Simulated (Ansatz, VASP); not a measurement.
**AgB2: VASP beside Ansatz**

```
Ag B
1.0
     3.00000    0.00000    0.00000
    -1.50000    2.59808    0.00000
     0.00000    0.00000    3.24000
Ag B
1 2
Direct
  0.00000 0.00000 0.00000
  0.33333 0.66667 0.50000
  0.66667 0.33333 0.50000
```

Alike in both runs: task relaxation of cell and atoms; functional PBE; k mesh 14 × 14 × 11; occupations fermi-dirac, width 0.05 eV; no spin polarisation.

|  | VASP | Ansatz |
| --- | --- | --- |
| version | VASP 6.6.1 | Ansatz 0.2.0 |
| potentials or method | VASP PAW PBE potentials, release 64 (Ag, B) | PAW with Ansatz's default frozen-core files, scalar-relativistic |
| plane-wave cutoff (eV) | 600 | 420 |
| valence electrons in the cell | 17 | 25 |

```csv
,VASP,Ansatz,Ansatz less VASP
relaxed volume (Å³/atom),10.69,10.70,+0.010
relaxed length of the cell vector where the two differ most in proportion (Å),4.059,4.063,+0.0032
```

VASP's potentials hold 17 valence electrons a cell and Ansatz's 25, so a difference there can come from the potentials and not from the codes.

Noted on VASP's run: the volume moved by over 15 % at a fixed basis, so the end points are rough.
